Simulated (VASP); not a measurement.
# CsI (Pm-3m) in VASP: notebook, part 2 of 3

VASP 6.6.1.

## 5. Relaxation of cell and atoms, PBEsol, target pressure 7 GPa, at which the enthalpy is minimised

Input file INCAR:

```
PREC = Accurate ; ENCUT = 500
EDIFF = 1E-7 ; ISMEAR = 0
SIGMA = 0.01 ; LREAL = F
LASPH = T ; NELM = 120
ALGO = Normal ; ISIF = 3
LWAVE = F ; LCHARG = F
GGA = PS ; IBRION = 2
NSW = 100 ; EDIFFG = -0.002
PSTRESS = 70.0 ; GGA_COMPAT = F
NELMIN = 4
```

Input file KPOINTS:

```
Automatic mesh
0
Gamma
  6 6 6
```

Input file POSCAR:

```
CsI
1.0
    4.5031925360      0.0000000000      0.0000000000
    0.0000000000      4.5031925360      0.0000000000
    0.0000000000      0.0000000000      4.5031925360
Cs I
1 1
Direct
    0.0000000000      0.0000000000      0.0000000000
    0.5000000000      0.5000000000      0.5000000000
```

Potentials or basis: VASP PAW PBE potentials, release 64 (Cs_sv, I).

Started as:

```
$ cat potpaw_PBE.64/Cs_sv/POTCAR potpaw_PBE.64/I/POTCAR > POTCAR
$ mpirun -np 1 vasp_std > vasp.out
```

OUTCAR:

```text
PREC = Accurate
   ENCUT = 500
   EDIFF = 1E-7
   ISMEAR = 0
   LREAL = F
   LASPH = T
   NELM = 120
   ISIF = 3
   GGA = PS
   IBRION = 2
   NSW = 100
   EDIFFG = -0.002
   PSTRESS = 70.0
   NELMIN = 4

 ion  position               nearest neighbor table
   1  0.000  0.000  0.000-
   2  0.500  0.500  0.500-

  LATTYP: Found a simple cubic cell.
 ALAT       =     4.5031925360

  Lattice vectors:

 A1 = (   4.5031925360,   0.0000000000,   0.0000000000)
 A2 = (   0.0000000000,   4.5031925360,   0.0000000000)
 A3 = (   0.0000000000,   0.0000000000,   4.5031925360)

Analysis of symmetry for initial positions (statically):
=====================================================================
 Subroutine PRICEL returns:
 Original cell was already a primitive cell.

 Routine SETGRP: Setting up the symmetry group for a
 simple cubic supercell.

 Subroutine GETGRP returns: Found 48 space group operations
[... 9 lines left out ...]

 Routine SETGRP: Setting up the symmetry group for a
 simple cubic supercell.

 Subroutine GETGRP returns: Found 48 space group operations
[... 11 lines left out ...]
                                     Primitive cell

  volume of cell :      91.3191

  direct lattice vectors                    reciprocal lattice vectors
     4.503192536  0.000000000  0.000000000     0.222064678  0.000000000  0.000000000
     0.000000000  4.503192536  0.000000000     0.000000000  0.222064678  0.000000000
     0.000000000  0.000000000  4.503192536     0.000000000  0.000000000  0.222064678

  length of vectors
     4.503192536  4.503192536  4.503192536     0.222064678  0.222064678  0.222064678

  position of ions in fractional coordinates (direct lattice)
     0.000000000  0.000000000  0.000000000
     0.500000000  0.500000000  0.500000000

  ion indices of the primitive-cell ions
   primitive index   ion index
                 1           1
                 2           2

----------------------------------------------------------------------------------------

 KPOINTS: Automatic mesh

Automatic generation of k-mesh.
 Grid dimensions read from file:
 generate k-points for:    6    6    6

 Generating k-lattice:

  Cartesian coordinates                     Fractional coordinates (reciprocal lattice)
     0.037010780  0.000000000  0.000000000     0.166666667  0.000000000  0.000000000
     0.000000000  0.037010780  0.000000000     0.000000000  0.166666667  0.000000000
     0.000000000  0.000000000  0.037010780     0.000000000  0.000000000  0.166666667

  Length of vectors
     0.037010780  0.037010780  0.037010780

  Shift w.r.t. Gamma in fractional coordinates (k-lattice)
     0.000000000  0.000000000  0.000000000

 Subroutine IBZKPT returns following result:
 ===========================================

 Found     20 irreducible k-points:

 Following reciprocal coordinates:
            Coordinates               Weight
  0.000000  0.000000  0.000000      1.000000
  0.166667  0.000000  0.000000      6.000000
  0.333333  0.000000  0.000000      6.000000
  0.500000  0.000000  0.000000      3.000000
  0.166667  0.166667  0.000000     12.000000
  0.333333  0.166667  0.000000     24.000000
[... 12 lines left out ...]
  0.500000  0.500000  0.333333      6.000000
  0.500000  0.500000  0.500000      1.000000
   k-points           NKPTS =     20   k-points in BZ     NKDIM =     20   number of bands    NBANDS=     12
   number of dos      NEDOS =    301   number of ions     NIONS =      2
   total plane-waves  NPLWV =  46656
   dimension x,y,z NGX =    36 NGY =   36 NGZ =   36
   dimension x,y,z NGXF=    72 NGYF=   72 NGZF=   72
   ions per type =               1   1
   NGX,Y,Z   is equivalent  to a cutoff of  13.29, 13.29, 13.29 a.u.
   NGXF,Y,Z  is equivalent  to a cutoff of  26.58, 26.58, 26.58 a.u.
 SYSTEM =  unknown system
   PREC   = accura    normal or accurate (medium, high low for compatibility)
   ISTART =      0    job   : 0-new  1-cont  2-samecut
   ICHARG =      2    charge: 1-file 2-atom 10-const
   ISPIN  =      1    spin polarized calculation?
   LNONCOLLINEAR =      F non collinear calculations
   LSORBIT =      F    spin-orbit coupling
   LASPH  =      T    aspherical Exc in radial PAW
   ENCUT  =  500.0 eV  36.75 Ry    6.06 a.u.   8.21  8.21  8.21*2*pi/ulx,y,z
   NELM   =    120;   NELMIN=  4; NELMDL= -5     # of ELM steps
   EDIFF  = 0.1E-06   stopping-criterion for ELM
   LREAL  =      F    real-space projection
   EDIFFG = -.2E-02   stopping-criterion for IOM
   NSW    =    100    number of steps for IOM
   IBRION =      2    ionic relax: 0-MD 1-quasi-New 2-CG
   NFREE  =      1    steps in history (QN), initial steepest desc. (CG)
   ISIF   =      3    stress and relaxation
   ISYM   =      2    0-nonsym 1-usesym 2-fastsym
   POTIM  = 0.5000    time-step for ionic-motion
   TEBEG  =    0.0;   TEEND  =   0.0 temperature during run
   PSTRESS=   70.0 pullay stress
   NELECT =      16.0000    total number of electrons
   NUPDOWN=      -1.0000    fix difference up-down
   EMIN   =  10.00;   EMAX   =-10.00  energy-range for DOS
   EFERMI =   0.00;   METHOD = LEGACY
   ISMEAR =     0;   SIGMA  =   0.01  broadening in eV -4-tet -1-fermi 0-gaus
   EFERMI_NEDOS =   21; number of points for ismear=-14 and -15
   IALGO  =     38    algorithm
   IMIX   =      4    mixing-type and parameters
     AMIX     =   0.40;   BMIX     =  1.00
     AMIX_MAG =   1.60;   BMIX_MAG =  1.00
  volume/ion in A,a.u.               =      45.66       308.13
  Fermi-wavevector in a.u.,A,eV,Ry     =   0.916068  1.731117 11.417741  0.839180
  Thomas-Fermi vector in A             =   2.040881
   LORBIT       =      0    0 simple, 1 ext, 2 COOP (PROOUT), +10 PAW based schemes
   GGA     = PS    functional components
   LHFCALC =     F    Hartree Fock is set to
   AEXX    =    0.0000 exact exchange contribution
   IVDW    =     0    specifies the selected vdW correction
   LEPSILON=     F    determine dielectric tensor
   LRPA    =     F    only Hartree local field effects (RPA)
 conjugate gradient relaxation of ions
 non-spin polarized calculation
 Gauss-broadening in eV      SIGMA  =   0.01
  energy-cutoff  :      500.00
  volume of cell :       91.32
 maximum number of plane-waves:      2360
 NGX is ok and might be reduce to    36
   NGX = 17   NGY = 17   NGZ = 17

--------------------------------------- Ionic step        1  -------------------------------------------

 number of electron      15.9999999 magnetization

 Free energy of the ion-electron system (eV)
  ---------------------------------------------------
  ext. energy  EPLUGINS =         0.00000000
  ---------------------------------------------------
  free energy    TOTEN  =        -5.77446556 eV

  energy without entropy =       -5.77446556  energy(sigma->0) =       -5.77446556

 E-fermi :   1.0616     XC(G=0):  -8.1371

 val. band max:        0.9536900993   @ k =   0.5000   0.5000   0.0000
 cond. band min:       4.7937225100   @ k =   0.0000   0.0000   0.0000
 fundamental gap:      3.8400324107
 Fermi energy:         1.0615630993

 k-point     1 :       0.0000    0.0000    0.0000
  band No.  band energies     occupation
      1     -19.3582      2.00000
      2      -9.8082      2.00000
      3      -6.0357      2.00000
      4      -6.0357      2.00000
      5      -6.0357      2.00000
      6       0.8712      2.00000
      7       0.8712      2.00000
      8       0.8712      2.00000
      9       4.7937      0.00000
     10       4.9598      0.00000
     11       4.9598      0.00000
     12       8.7844      0.00000
[... 388 lines left out ...]
  FREE ENERGIE OF THE ION-ELECTRON SYSTEM (eV)
  ---------------------------------------------------
  free  energy   TOTEN  =        -5.4134903272 eV

  energy  without entropy=       -5.4134903272  energy(sigma->0) =       -5.41349033

  enthalpy is  TOTEN    =        -2.3485863615 eV   P V=        3.0649039657

[... ionic steps 4 to 13 ...]

--------------------------------------- Ionic step       14  -------------------------------------------

 number of electron      16.0000002 magnetization

------------------------ aborting loop because EDIFF is reached ----------------------------------------

  FORCE on cell =-STRESS in cart. coord.  units (eV):
  Direction    XX          YY          ZZ          XY          YZ          ZX
  --------------------------------------------------------------------------------------
  -------------------------------------------------------------------------------------
  Total        3.0414002      3.0414002      3.0414002      0.0000000     -0.0000000     -0.0000000
  in kB       69.3054724     69.3054724     69.3054724      0.0000000     -0.0000000     -0.0000000
  external PRESSURE =      -0.6945276 kB  Pullay stress =      70.0000000 kB
[... 61 lines left out ...]
  enthalpy is  TOTEN    =        -2.3485805119 eV   P V=        3.0638163521

--------------------------------------- Ionic step       16  -------------------------------------------

 number of electron      16.0000002 magnetization

 Free energy of the ion-electron system (eV)
  ---------------------------------------------------
  ext. energy  EPLUGINS =         0.00000000
  ---------------------------------------------------
  free energy    TOTEN  =        -5.41560928 eV

  energy without entropy =       -5.41560928  energy(sigma->0) =       -5.41560928

 E-fermi :   3.0045     XC(G=0):  -9.3413

 val. band max:        2.9588175985   @ k =   0.0000   0.0000   0.0000
 cond. band min:       6.2557979818   @ k =   0.0000   0.0000   0.0000
 fundamental gap:      3.2969803833
 Fermi energy:         3.0044860583

 k-point     1 :       0.0000    0.0000    0.0000
  band No.  band energies     occupation
      1     -17.3136      2.00000
      2      -8.3774      2.00000
      3      -3.9287      2.00000
      4      -3.9287      2.00000
      5      -3.9287      2.00000
      6       2.9588      2.00000
      7       2.9588      2.00000
      8       2.9588      2.00000
      9       6.2558      0.00000
     10       6.2558      0.00000
     11       7.9408      0.00000
     12      11.2237      0.00000
[... 312 lines left out ...]
  FREE ENERGIE OF THE ION-ELECTRON SYSTEM (eV)
  ---------------------------------------------------
  free  energy   TOTEN  =        -5.4156092751 eV

  energy  without entropy=       -5.4156092751  energy(sigma->0) =       -5.41560928

  enthalpy is  TOTEN    =        -2.3485905239 eV   P V=        3.0670187512

 reached required accuracy - stopping structural energy minimisation
```

It took 83 s on 1 thread of Intel Xeon Platinum 8488C (Sapphire Rapids), shared host; peak memory 0.22 GiB.

Results:

- Free energy: -5.4156 eV
- Relaxed volume: 35.10 Å³/atom
- Relaxed cell: a = 4.125 Å, b = 4.125 Å, c = 4.125 Å, α = 90.00°, β = 90.00°, γ = 90.00°
- Space group after relaxing (to 0.05 Å): Pm-3m (No. 221)
- Energy change on relaxing (the enthalpy is what falls): +179.4 meV/atom
- Ionic steps: 16
- Pressure after relaxing: 7.0 GPa
- Band gap on the k mesh: 3.30 eV, direct

Step by step:
| step | energy change (eV) | largest force (eV/Å) | pressure (GPa) | volume (Å³) |
| --- | --- | --- | --- | --- |
| 1 | 0.0000 | 0.0000 | 0.08 | 91.32 |
| 2 | 0.4830 | 0.0000 | 8.75 | 67.66 |
| 3 | 0.3610 | 0.0000 | 7.02 | 70.15 |
| 4 | 0.3443 | 0.0000 | 6.79 | 70.54 |
| 5 | 0.3447 | 0.0000 | 6.79 | 70.53 |
| 6 | 0.3461 | 0.0000 | 6.82 | 70.49 |
| 7 | 0.3462 | 0.0000 | 6.82 | 70.49 |
| 8 | 0.3462 | 0.0000 | 6.82 | 70.49 |
| 9 | 0.3463 | 0.0000 | 6.82 | 70.49 |
| 10 | 0.3466 | 0.0000 | 6.82 | 70.48 |
| 11 | 0.3471 | 0.0000 | 6.83 | 70.47 |
| 12 | 0.3481 | 0.0000 | 6.84 | 70.45 |
| 13 | 0.3500 | 0.0000 | 6.87 | 70.40 |
| 14 | 0.3540 | 0.0000 | 6.93 | 70.31 |
| 15 | 0.3621 | 0.0000 | 7.05 | 70.13 |
| 16 | 0.3589 | 0.0000 | 7.00 | 70.20 |

Final structure:
```
Cs I
1.0
     4.12518    0.00000    0.00000
     0.00000    4.12518    0.00000
     0.00000    0.00000    4.12518
Cs I
1 1
Direct
  0.00000 0.00000 0.00000
  0.50000 0.50000 0.50000
```

Levels at points of the mesh, in eV from the valence-band top:
```csv
k point,band 5,band 6,band 7,band 8,band 9,band 10,band 11,band 12
"(0.00, 0.00, 0.00)",-6.89,0.00,0.00,0.00,3.30,3.30,4.98,8.26
"(0.50, 0.00, 0.00)",-6.67,-2.52,-0.55,-0.55,4.69,6.31,7.80,8.04
"(0.50, 0.50, 0.00)",-6.56,-1.03,-1.03,-0.06,3.89,4.84,5.90,5.90
"(0.50, 0.50, 0.50)",-7.44,-2.38,-2.38,-2.38,8.19,8.19,8.19,9.42
```

Caveat: the cell is relaxed towards a set pressure, so the enthalpy falls and the energy may rise; the volume moved by over 15 % at a fixed basis, so the end points are rough; the PAW data sets were made with another functional, which shifts forces and pressure a little; spin-orbit coupling is left out, which moves the levels of the heavy elements.

(Continued in part 3 of 3.)
